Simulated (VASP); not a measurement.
TiW2, 6 atoms in the cell. Symmetry: P6_3/mmc, No. 194, hexagonal system. The conventional cell has a = 2.818 Å, b = 2.818 Å, c = 14.226 Å, α = 90.00°, β = 90.00°, γ = 120.00°. Ti (site symmetry -6m2) has 6 Ti at 2.82 Å and 6 W at 2.88 Å within 3.7 Å. Within 3.7 Å of W (site symmetry 3m) lie 9 W at 2.82 to 2.88 Å and 3 Ti at 2.88 Å. 

- Program: VASP 6.6.1
- Task: relaxation of cell and atoms
- Functional: PBE
- Potentials or basis: VASP PAW PBE potentials, release 64 (Ti_sv, W_sv)
- Cutoff: 600 eV
- k mesh: 6 × 6 × 2
- Occupations: gaussian, width 0.1 eV
- Spin: no spin polarisation
- Dipole correction: no
- Further INCAR settings: ALGO = Normal; EDIFF = 1e-07; IBRION = 2; EDIFFG = -0.04; NSW = 90; ISIF = 3

Potentials or basis: VASP PAW PBE potentials, release 64 (Ti_sv, W_sv).

Launch:

```console
$ cat potpaw_PBE.64/Ti_sv/POTCAR potpaw_PBE.64/W_sv/POTCAR > POTCAR
$ mpirun -np 1 vasp_std > vasp.out
```

Hardware: 1 thread of Intel(R) Xeon(R) 6975P-C (Granite Rapids) (shared host).

Question: How long does it take, and how much memory?

Answer: It took 6.1 min on 1 thread of Intel(R) Xeon(R) 6975P-C (Granite Rapids), on a shared host, peak memory 0.3 GiB. Counts: scf iterations 111, k points 14, ion steps 9.
